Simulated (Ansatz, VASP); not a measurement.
# Rb: VASP beside Ansatz

```
Rb
1.0
     2.53818   -4.44472    0.00000
     2.53818    4.44472    0.00000
     0.00000    0.00000    8.44800
Rb
2
Direct
  0.83971 0.16029 0.75000
  0.16029 0.83971 0.25000
```

Alike in both runs: task single point; functional PBEsol; k mesh 12 × 12 × 6; occupations gaussian, width 0.15 eV; no spin polarisation.

```csv
,VASP,Ansatz
version,VASP 6.6.1,Ansatz 0.2.0
potentials or method,"VASP PAW PBE potentials, release 64 (Rb_sv), cutoff 520 eV","scalar-relativistic, plane waves, PAW"
valence electrons in the cell,18,18
```

|  | VASP | Ansatz | Ansatz less VASP |
| --- | --- | --- | --- |
| gap on the k mesh at the Fermi level (eV) | none | none | - |
| pressure (GPa) | -0.2 | -0.2 | 0.00 |

VASP's potentials were made for PBE, not for PBEsol. A gap of «none» marks a metal or a gap that the smearing closes.
